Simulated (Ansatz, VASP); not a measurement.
**Two plane-wave programs on C**

INCAR

```
PREC = Accurate ; ENCUT = 520
EDIFF = 1E-6 ; ISMEAR = 0
SIGMA = 0.05 ; LREAL = F
LASPH = T ; NELM = 60
ALGO = Normal ; ISIF = 2
LWAVE = F ; LCHARG = F
NBANDS = 26
```

KPOINTS

```
regular mesh
0
Gamma
  8 8 8
```

The input POSCAR:

```
C
1.0
   -2.4687418236      2.4496563636      2.4147959559
    2.4330673470     -2.4503962234      2.3798613392
    2.4017142619      2.3833686618     -2.4155358158
C
8
Direct
    0.3076479845     -0.0126007988     -0.0129729167
    0.6554158207      0.6835603518      0.6933263996
   -0.0103549545      0.3223425541     -0.0045068010
    0.0196723633      0.0380290597      0.3428436181
    0.0202489954      0.6787495905     -0.0192462155
    0.3374347045      0.3158599510      0.3406378826
    0.6929550041     -0.0130268088      0.0076055104
   -0.0230199180     -0.0129138994      0.6523125225
```

Input for Ansatz:

```yaml
crystal:
  lattice:
    - [-2.4687418236, 2.4496563636, 2.4147959559]
    - [2.433067347, -2.4503962234, 2.3798613392]
    - [2.4017142619, 2.3833686618, -2.4155358158]
  atoms:
    - { symbol: C, position: [0.3076479845, -0.0126007988, -0.0129729167] }
    - { symbol: C, position: [0.6554158207, 0.6835603518, 0.6933263996] }
    - { symbol: C, position: [-0.0103549545, 0.3223425541, -0.004506801] }
    - { symbol: C, position: [0.0196723633, 0.0380290597, 0.3428436181] }
    - { symbol: C, position: [0.0202489954, 0.6787495905, -0.0192462155] }
    - { symbol: C, position: [0.3374347045, 0.315859951, 0.3406378826] }
    - { symbol: C, position: [0.6929550041, -0.0130268088, 0.0076055104] }
    - { symbol: C, position: [-0.023019918, -0.0129138994, 0.6523125225] }
basis:
  ecutwfc: 420
kpoints:
  mp_grid: { grid: [8, 8, 8] }
hamiltonian:
  xc: lda
scf:
  occupations: { method: gaussian, width: 0.05 }
output:
  forces: true
  stress: true
  eigenvalues: true
```

Change from the starting cell: all atoms moved at random (sigma 0.06 Å a component), cell strained at random (sigma 0.01).

Alike in both runs: task single point; functional LDA; k mesh 8 × 8 × 8; occupations gaussian, width 0.05 eV; no spin polarisation.

|  | VASP | Ansatz |
| --- | --- | --- |
| version | VASP 6.6.1 | Ansatz 0.2.0 |
| potentials or method | VASP PAW LDA potentials, release 64 (C), cutoff 520 eV | scalar-relativistic, plane waves, PAW |
| valence electrons in the cell | 32 | 32 |

|  | VASP | Ansatz | Ansatz less VASP |
| --- | --- | --- | --- |
| gap on the k mesh at the Fermi level (eV) | 1.22 | 1.23 | +0.010 |
| least direct gap on the mesh (eV) | 2.08 | 2.10 | +0.016 |
| pressure (GPa) | 10.8 | 9.7 | -1.11 |
| traceless stress, the component that is largest in VASP (GPa) | 19.19 | 19.04 | -0.154 |
| rms of the force components (eV/Å) | 3.043 | 3.021 | -0.0216 |

LDA's correlation is that of Perdew and Zunger in VASP and of Perdew and Wang (1992) in Ansatz. Atom by atom the forces differ by 0.039 eV/Å (rms over components).
